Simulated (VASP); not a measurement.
A run of VASP 6.6.1 is set up as follows.

File INCAR:

```
PREC = Accurate ; ENCUT = 520
EDIFF = 1E-6 ; ISMEAR = 0
SIGMA = 0.05 ; LREAL = False
LASPH = True ; NELM = 100
ALGO = Normal ; ISIF = 2
LWAVE = False ; LCHARG = False
GGA = PE ; NBANDS = 11
```

Contents of KPOINTS:

```
regular mesh
0
Gamma
  16 16 16
```

Contents of POSCAR:

```
BN
1.0
    0.0000000000      1.8001789500      1.8001789500
    1.8001789500      0.0000000000      1.8001789500
    1.8001789500      1.8001789500      0.0000000000
B N
1 1
Direct
    0.0000000000      0.0000000000      0.0000000000
    0.7500000000      0.7500000000      0.7500000000
```

Potentials or basis: VASP PAW PBE potentials, release 64 (B, N).

Run with:

```sh
$ cat potpaw_PBE.64/B/POTCAR potpaw_PBE.64/N/POTCAR > POTCAR
$ mpirun -np 1 vasp_std > vasp.out
```

Task: Predict the pressure.

Result: 8.1 GPa.

Task: Estimate the band gap on the k mesh.

Result: 4.47 eV, indirect (least direct gap 8.88 eV).

 A k mesh can miss the band edges.
